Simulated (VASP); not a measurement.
# CdS (Greenockite) (P6_3mc) in VASP: notebook, part 2 of 3

VASP 6.6.1. Earlier steps stand in the parts before.

**3. Relaxation of cell and atoms, BHLYP**

File POSCAR:

```
CdS
1.0
    4.1500000000      0.0000000000      0.0000000000
   -2.0750000000      3.5940054257      0.0000000000
    0.0000000000      0.0000000000      6.7370000000
Cd S
2 2
Direct
    0.6666666667      0.3333333333      0.5000000000
    0.3333333333      0.6666666667      0.0000000000
    0.6666666667      0.3333333333      0.8750000000
    0.3333333333      0.6666666667      0.3750000000
```

File INCAR.step1:

```
  PREC = Accurate
  ENCUT = 600
  EDIFF = 1E-5
  ISMEAR = -1
  SIGMA = 0.05
  LREAL = F
  LASPH = T
  NELM = 60
  ALGO = Normal
  LWAVE = T
  LCHARG = F
  GGA = PE
  NBANDS = 26
  LUSENCCL = F
```

File INCAR.step2:

```
  PREC = Accurate
  ENCUT = 600
  EDIFF = 1E-6
  ISMEAR = -1
  SIGMA = 0.05
  LREAL = F
  LASPH = T
  NELM = 60
  ALGO = Normal
  ISIF = 3
  LWAVE = F
  LCHARG = F
  GGA = B5
  LHFCALC = T
  AEXX = 0.5
  ALDAX = 0.5
  AGGAX = 0.5
  AGGAC = 1.0
  ALDAC = 0.0
  PRECFOCK = Normal
  IBRION = 2
  NSW = 60
  EDIFFG = -0.01
  ISTART = 1
  LUSENCCL = F
```

File KPOINTS:

```
Automatic mesh
0
Gamma
  4 4 2
```

Potentials or basis: VASP PAW PBE potentials, release 64 (Cd, S).

Started as:

```sh
cat potpaw_PBE.64/Cd/POTCAR potpaw_PBE.64/S/POTCAR > POTCAR
cp INCAR.step1 INCAR
mpirun -np 1 vasp_std > vasp.out
cp INCAR.step2 INCAR
mpirun -np 1 vasp_std > vasp.out
```

OUTCAR:

```text
PREC = Accurate
   ENCUT = 600
   EDIFF = 1E-6
   ISMEAR = -1
   LREAL = F
   LASPH = T
   NELM = 60
   ISIF = 3
   GGA = B5
   LHFCALC = T
   AEXX = 0.5
   PRECFOCK = Normal
   IBRION = 2
   NSW = 60
   EDIFFG = -0.01
   ISTART = 1

 ion  position               nearest neighbor table
   1  0.667  0.333  0.500-   3 2.53   4 2.54   4 2.54   4 2.54
   2  0.333  0.667  0.000-   4 2.53   3 2.54   3 2.54   3 2.54
   3  0.667  0.333  0.875-   1 2.53   2 2.54   2 2.54   2 2.54
   4  0.333  0.667  0.375-   2 2.53   1 2.54   1 2.54   1 2.54

  LATTYP: Found a hexagonal cell.
 ALAT       =     4.1500000000
 C/A-ratio  =     1.6233734940

  Lattice vectors:

 A1 = (   4.1500000000,   0.0000000000,   0.0000000000)
 A2 = (  -2.0750000000,   3.5940054257,   0.0000000000)
 A3 = (   0.0000000000,   0.0000000000,   6.7370000000)

Analysis of symmetry for initial positions (statically):
=====================================================================
 Subroutine PRICEL returns:
 Original cell was already a primitive cell.

 Routine SETGRP: Setting up the symmetry group for a
 hexagonal supercell.

 Subroutine GETGRP returns: Found 12 space group operations
 (whereof  6 operations were pure point group operations)
 out of a pool of 24 trial point group operations.

The static configuration has the point symmetry C_3v.
 The point group associated with its full space group is C_6v.

Analysis of symmetry for dynamics (positions and initial velocities):
=====================================================================
 Subroutine PRICEL returns:
 Original cell was already a primitive cell.

 Routine SETGRP: Setting up the symmetry group for a
 hexagonal supercell.

 Subroutine GETGRP returns: Found 12 space group operations
 (whereof  6 operations were pure point group operations)
 out of a pool of 24 trial point group operations.

The dynamic configuration has the point symmetry C_3v.
 The point group associated with its full space group is C_6v.

 Subroutine INISYM returns: Found 12 space group operations
 (whereof  6 operations are pure point group operations),
 and found     1 'primitive' translations

----------------------------------------------------------------------------------------

                                     Primitive cell

  volume of cell :     100.4832

  direct lattice vectors                    reciprocal lattice vectors
     4.150000000  0.000000000  0.000000000     0.240963855  0.139120547 -0.000000000
    -2.075000000  3.594005426  0.000000000     0.000000000  0.278241094  0.000000000
     0.000000000  0.000000000  6.737000000     0.000000000 -0.000000000  0.148434021

  length of vectors
     4.150000000  4.150000000  6.737000000     0.278241094  0.278241094  0.148434021

  position of ions in fractional coordinates (direct lattice)
     0.666666667  0.333333333  0.500000000
     0.333333333  0.666666667  0.000000000
     0.666666667  0.333333333  0.875000000
     0.333333333  0.666666667  0.375000000

  ion indices of the primitive-cell ions
   primitive index   ion index
                 1           1
                 2           2
                 3           3
                 4           4

----------------------------------------------------------------------------------------

 KPOINTS: Automatic mesh

Automatic generation of k-mesh.
 Grid dimensions read from file:
 generate k-points for:    4    4    2

 Generating k-lattice:

  Cartesian coordinates                     Fractional coordinates (reciprocal lattice)
     0.060240964  0.034780137 -0.000000000     0.250000000  0.000000000  0.000000000
     0.000000000  0.069560273  0.000000000     0.000000000  0.250000000  0.000000000
     0.000000000 -0.000000000  0.074217011     0.000000000  0.000000000  0.500000000

  Length of vectors
     0.069560273  0.069560273  0.074217011

  Shift w.r.t. Gamma in fractional coordinates (k-lattice)
     0.000000000  0.000000000  0.000000000

 Subroutine IBZKPT returns following result:
 ===========================================

 Found      8 irreducible k-points:

 Following reciprocal coordinates:
            Coordinates               Weight
  0.000000  0.000000  0.000000      1.000000
  0.250000  0.000000  0.000000      6.000000
  0.500000  0.000000  0.000000      3.000000
  0.250000  0.250000  0.000000      6.000000
  0.000000  0.000000  0.500000      1.000000
  0.250000  0.000000  0.500000      6.000000
  0.500000  0.000000  0.500000      3.000000
  0.250000  0.250000  0.500000      6.000000
   k-points           NKPTS =      8   k-points in BZ     NKDIM =     32   number of bands    NBANDS=     22
   number of dos      NEDOS =    301   number of ions     NIONS =      4
   total plane-waves  NPLWV =  69984
   dimension x,y,z NGX =    36 NGY =   36 NGZ =   54
   dimension x,y,z NGXF=    72 NGYF=   72 NGZF=  108
   ions per type =               2   2
   NGX,Y,Z   is equivalent  to a cutoff of  14.42, 14.42, 13.33 a.u.
   NGXF,Y,Z  is equivalent  to a cutoff of  28.84, 28.84, 26.65 a.u.
 SYSTEM =  unknown system
   PREC   = accura    normal or accurate (medium, high low for compatibility)
   ISTART =      1    job   : 0-new  1-cont  2-samecut
   ICHARG =      0    charge: 1-file 2-atom 10-const
   ISPIN  =      1    spin polarized calculation?
   LNONCOLLINEAR =      F non collinear calculations
   LSORBIT =      F    spin-orbit coupling
   LASPH  =      T    aspherical Exc in radial PAW
   ENCUT  =  600.0 eV  44.10 Ry    6.64 a.u.   8.29  8.29 13.46*2*pi/ulx,y,z
   NELM   =     60;   NELMIN=  2; NELMDL=  0     # of ELM steps
   EDIFF  = 0.1E-05   stopping-criterion for ELM
   LREAL  =      F    real-space projection
   EDIFFG = -.1E-01   stopping-criterion for IOM
   NSW    =     60    number of steps for IOM
   IBRION =      2    ionic relax: 0-MD 1-quasi-New 2-CG
   NFREE  =      1    steps in history (QN), initial steepest desc. (CG)
   ISIF   =      3    stress and relaxation
   ISYM   =      3    0-nonsym 1-usesym 2-fastsym
   POTIM  = 0.5000    time-step for ionic-motion
   TEBEG  =    0.0;   TEEND  =   0.0 temperature during run
   PSTRESS=    0.0 pullay stress
   NELECT =      36.0000    total number of electrons
   NUPDOWN=      -1.0000    fix difference up-down
   EMIN   =  10.00;   EMAX   =-10.00  energy-range for DOS
   EFERMI =   0.00;   METHOD = LEGACY
   ISMEAR =    -1;   SIGMA  =   0.05  broadening in eV -4-tet -1-fermi 0-gaus
   EFERMI_NEDOS =   21; number of points for ismear=-14 and -15
   IALGO  =     38    algorithm
   IMIX   =      1    mixing-type and parameters
     AMIX     =   0.40;   BMIX     =  1.00
     AMIX_MAG =   1.60;   BMIX_MAG =  1.00
  volume/ion in A,a.u.               =      25.12       169.52
  Fermi-wavevector in a.u.,A,eV,Ry     =   1.162727  2.197236 18.394190  1.351935
  Thomas-Fermi vector in A             =   2.299285
   LORBIT       =      0    0 simple, 1 ext, 2 COOP (PROOUT), +10 PAW based schemes
   GGA     = B5    functional components
   LHFCALC =     T    Hartree Fock is set to
   PRECFOCK=normal    Normal, Fast or Accurate (Low or Medium for compatibility)
   ENCUT4O =  -1.0   cutoff for four orbital integrals eV
   NKREDX  =     1    reduce k-point grid by
   NKREDY  =     1    reduce k-point grid by
   NKREDZ  =     1    reduce k-point grid by
   AEXX    =    0.5000 exact exchange contribution
   HFSCREEN=    0.0000 screening length (either q_TF or 0.3 A-1)
   HFSCREENC=   0.0000 screening length for correlation (either q_TF or 0.3 A-1)
   ENCUTFOCK=  -1.0 apply spherical cutoff to Coloumb kernel
   IVDW    =     0    specifies the selected vdW correction
   LEPSILON=     F    determine dielectric tensor
   LRPA    =     F    only Hartree local field effects (RPA)
 conjugate gradient relaxation of ions
 non-spin polarized calculation
  energy-cutoff  :      600.00
  volume of cell :      100.48
 maximum number of plane-waves:      3378
 NGX is ok and might be reduce to    36
  NGX = 28; NGY = 28; NGZ = 42

--------------------------------------- Ionic step        1  -------------------------------------------

 number of electron      36.0000008 magnetization

 Free energy of the ion-electron system (eV)
  ---------------------------------------------------
  ext. energy  EPLUGINS =         0.00000000
  ---------------------------------------------------
  free energy    TOTEN  =       -18.95679804 eV

  energy without entropy =      -18.95679804  energy(sigma->0) =      -18.95679804

------------------------ aborting loop because EDIFF is reached ----------------------------------------

  FORCE on cell =-STRESS in cart. coord.  units (eV):
  Direction    XX          YY          ZZ          XY          YZ          ZX
  --------------------------------------------------------------------------------------
  -------------------------------------------------------------------------------------
  Total        1.5504547      1.5504547      1.9001648      0.0000000      0.0000000      0.0000000
  in kB       24.7215846     24.7215846     30.2976175      0.0000000      0.0000000      0.0000000
  external PRESSURE =      26.5802622 kB  Pullay stress =       0.0000000 kB
[... 137 lines left out ...]
  energy  without entropy=      -18.9915066289  energy(sigma->0) =      -18.99150663

--------------------------------------- Ionic step        5  -------------------------------------------

 number of electron      36.0000003 magnetization

 Free energy of the ion-electron system (eV)
  ---------------------------------------------------
  ext. energy  EPLUGINS =         0.00000000
  ---------------------------------------------------
  free energy    TOTEN  =       -18.99155136 eV

  energy without entropy =      -18.99155136  energy(sigma->0) =      -18.99155136

 E-fermi :   0.2413     XC(G=0):  -4.7153

 val. band max:       -0.8618704424   @ k =   0.0000   0.0000   0.0000
 cond. band min:       3.7400636618   @ k =   0.0000   0.0000   0.0000
 fundamental gap:      4.6019341042
 Fermi energy:         0.2412596318

 k-point     1 :       0.0000    0.0000    0.0000
  band No.  band energies     occupation
      1     -15.3333      2.00000
      2     -14.9061      2.00000
      3     -10.7772      2.00000
      4     -10.7656      2.00000
      5     -10.7656      2.00000
      6     -10.6897      2.00000
[... 220 lines left out ...]
  FREE ENERGIE OF THE ION-ELECTRON SYSTEM (eV)
  ---------------------------------------------------
  free  energy   TOTEN  =       -18.9915513564 eV

  energy  without entropy=      -18.9915513564  energy(sigma->0) =      -18.99155136

 reached required accuracy - stopping structural energy minimisation
```

Run time: 21 min. Hardware: 1 × NVIDIA H100 80GB with 1 thread of AMD EPYC 7R13 (Zen 3), shared host; peak memory 1.3 GiB.

Results:

- Free energy: -18.9916 eV
- Relaxed volume: 26.15 Å³/atom
- Relaxed cell: a = 4.202 Å, b = 4.202 Å, c = 6.841 Å, α = 90.00°, β = 90.00°, γ = 120.00°
- Space group after relaxing (to 0.05 Å): P6_3mc (No. 186)
- Energy gained by relaxing: 8.7 meV/atom
- Ionic steps: 5
- Pressure after relaxing: 0.0 GPa
- Largest force after relaxing: 0.009 eV/Å
- Band gap on the k mesh: 4.60 eV, direct

Forces in eV/Å, atoms in the order of the input:
```
Cd   0.000  0.000 -0.009
Cd   0.000  0.000 -0.009
S    0.000  0.000  0.009
S    0.000  0.000  0.009
```

Step by step:
| step | energy change (eV) | largest force (eV/Å) | pressure (GPa) | volume (Å³) |
| --- | --- | --- | --- | --- |
| 1 | 0.0000 | 0.0668 | 2.66 | 100.48 |
| 2 | -0.0278 | 0.0011 | -1.09 | 106.67 |
| 3 | -0.0347 | 0.0173 | -0.05 | 104.71 |
| 4 | -0.0347 | 0.0180 | 0.03 | 104.62 |
| 5 | -0.0348 | 0.0091 | 0.02 | 104.61 |

Final structure:
```
Cd S
1.0
     4.20222    0.00000    0.00000
    -2.10111    3.63923    0.00000
     0.00000    0.00000    6.84073
Cd S
2 2
Direct
  0.66667 0.33333 0.49956
  0.33333 0.66667 0.99956
  0.66667 0.33333 0.87544
  0.33333 0.66667 0.37544
```

Levels at points of the mesh, in eV from the valence-band top:
| k point | band 15 | band 16 | band 17 | band 18 | band 19 | band 20 | band 21 | band 22 |
| --- | --- | --- | --- | --- | --- | --- | --- | --- |
| (0.00, 0.00, 0.00) | -0.80 | -0.04 | 0.00 | 0.00 | 4.60 | 6.41 | 10.32 | 10.32 |
| (0.50, 0.00, 0.00) | -2.78 | -1.96 | -1.33 | -0.79 | 7.37 | 7.48 | 8.61 | 10.26 |
| (0.00, 0.00, 0.50) | -0.41 | -0.41 | -0.41 | -0.41 | 6.38 | 6.38 | 9.95 | 9.95 |
| (0.50, 0.00, 0.50) | -1.41 | -1.41 | -1.39 | -1.39 | 7.02 | 7.02 | 9.12 | 9.12 |

Caveat: the k points lie up to 0.46 Å⁻¹ apart in the final cell; the PAW data sets were made with another functional, which shifts forces and pressure a little. Zero-point motion and thermal expansion aren't in these numbers.

[end of part 2 of 3]
